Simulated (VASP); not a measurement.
The system is V.

```xyz
1
Lattice="-1.5732 1.5732 1.5732 1.5732 -1.5732 1.5732 1.5732 1.5732 -1.5732" Properties=species:S:1:pos:R:3 pbc="T T T"
V     0.0000    0.0000    0.0000
```

- Program: VASP 6.6.1
- Task: relaxation of cell and atoms
- Functional: PBE
- Potentials or basis: VASP PAW PBE potentials, release 64 (V_sv)
- Cutoff: 500 eV
- k mesh: 8 × 8 × 8
- Occupations: gaussian, width 0.1 eV
- Spin: no spin polarisation

At the start: pressure -20.5 GPa; volume 15.58 Å³/atom.

Task: Where does the relaxation end?

Result: Over 4 steps the energy falls by 158.0 meV/atom and the volume is 13.40 Å³/atom (-14.0 %); space group Im-3m (No. 229, to 0.05 Å).

Step by step:
```tsv
step	energy change (eV)	largest force (eV/Å)	pressure (GPa)	volume (Å³)
1	0.0000	0.0000	-20.50	15.58
2	0.0378	0.0000	38.07	11.50
3	-0.1578	0.0000	-0.82	13.45
4	-0.1580	0.0000	-0.15	13.40
```

Final structure:
```
V
1.0
    -1.49613    1.49613    1.49613
     1.49613   -1.49613    1.49613
     1.49613    1.49613   -1.49613
V
1
Direct
  0.00000 0.00000 0.00000
```
